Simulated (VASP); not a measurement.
Write the native input for VASP 6.6.1 that does the following.

```
Task                   : single point
Functional             : RPBE
Dispersion             : D4
Potentials or basis    : VASP PAW PBE potentials, release 64 (In_d, P)
Cutoff                 : 520 eV
k mesh                 : 8 × 8 × 8
Occupations            : fermi-dirac, width 0.05 eV
Spin                   : no spin polarisation
Dipole correction      : no
Further INCAR settings : ALGO = Normal; EDIFF = 1e-06; NBANDS = 16
```

The structure of InP lies in POSCAR:

```
InP
1.0
    0.0000000000      2.8908937935      2.8908937935
    2.8908937935      0.0000000000      2.8908937935
    2.8908937935      2.8908937935      0.0000000000
In P
1 1
Direct
    0.0000000000      0.0000000000      0.0000000000
    0.7500000000      0.7500000000      0.7500000000
```

One way to write it, as run:

INCAR

```
SYSTEM = InP
ALGO = Normal
EDIFF = 1E-6
ENCUT = 520
GGA = RP
ISIF = 2
ISMEAR = -1
IVDW = 13
LASPH = .TRUE.
LCHARG = .FALSE.
LREAL = .FALSE.
LWAVE = .FALSE.
NBANDS = 16
NELM = 100
PREC = Accurate
SIGMA = 0.05
```

KPOINTS

```
k-points
0
G
  8 8 8
  0 0 0
```

Potentials or basis: VASP PAW PBE potentials, release 64 (In_d, P).

Launch:

```sh
$ cat potpaw_PBE.64/In_d/POTCAR potpaw_PBE.64/P/POTCAR > POTCAR
$ mpirun -np 1 vasp_std > vasp.out
```

Results of the run:

| Item | Value |
| --- | --- |
| Pressure | 3.8 GPa |
| Band gap on the k mesh | 1.07 eV, direct |
| Dispersion energy per atom | -0.635 eV |

Caveat: the PAW data sets were made with another functional, which shifts forces and pressure a little; spin-orbit coupling is left out, which moves the levels of the heavy elements.

Wall time 18 s on 1 thread of Intel(R) Xeon(R) 6975P-C (Granite Rapids), with other jobs on the host, peak memory 0.17 GiB.
